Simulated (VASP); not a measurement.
## Al3GaN4: single point with PBEsol

The system is Al3GaN4.

```
Al Ga N
1.0
     4.40699    0.00000    0.00000
     0.00000    4.40699    0.00000
     0.00000    0.00000    4.23072
Al Ga N
3 1 4
Direct
  0.50000 0.50000 0.00000
  0.50000 0.00000 0.50000
  0.00000 0.50000 0.50000
  0.00000 0.00000 0.00000
  0.74471 0.74471 0.25529
  0.74471 0.25529 0.74471
  0.25529 0.74471 0.74471
  0.25529 0.25529 0.25529
```

This cell differs from its parent crystal: strain +0.000 along x and y, -0.040 along z.

* Program: VASP 6.6.1
* Task: single point
* Functional: PBEsol
* Potentials or basis: VASP PAW PBE potentials, release 64 (Al, Ga_d, N)
* Cutoff: 520 eV
* k mesh: 6 × 6 × 6
* Occupations: gaussian, width 0.05 eV
* Spin: no spin polarisation

```json
{
  "Pressure": "8.6 GPa",
  "Largest force": "0.050 eV/Å",
  "Band gap on the k mesh": "3.11 eV, direct"
}
```

Forces in eV/Å, atoms in the order of the input:
```
Al   0.000  0.000  0.000
Al   0.000  0.000  0.000
Al   0.000  0.000  0.000
Ga   0.000  0.000  0.000
N    0.023  0.023  0.038
N    0.023 -0.023 -0.038
N   -0.023  0.023 -0.038
N   -0.023 -0.023  0.038
```

Stress tensor (GPa, compression positive):
```
 7.12  0.00  0.00
 0.00  7.12  0.00
 0.00  0.00 11.51
```

Levels at points of the mesh, in eV from the valence-band top:
```tsv
k point	band 19	band 20	band 21	band 22	band 23	band 24
(0.00, 0.00, 0.00)	-0.16	-0.16	0.00	3.11	3.32	3.32
(0.50, 0.00, 0.00)	-1.26	-1.02	-0.96	5.57	5.62	5.90
(0.50, 0.50, 0.00)	-0.85	-0.85	-0.82	7.39	7.39	7.45
(0.00, 0.00, 0.50)	-1.52	-1.22	-1.22	5.71	5.81	6.32
(0.50, 0.00, 0.50)	-0.61	-0.59	-0.53	7.53	7.58	7.62
(0.50, 0.50, 0.50)	-0.52	-0.52	-0.29	5.66	7.08	7.08
```

Run time: 3.6 min on 1 thread of AMD EPYC 7R13, with other jobs on the host, peak memory 0.21 GiB.

Caveat: the cell differs from its parent crystal (strain +0.000 along x and y, -0.040 along z); the PAW data sets were made with another functional, which shifts forces and pressure a little. A k mesh can miss the band edges.
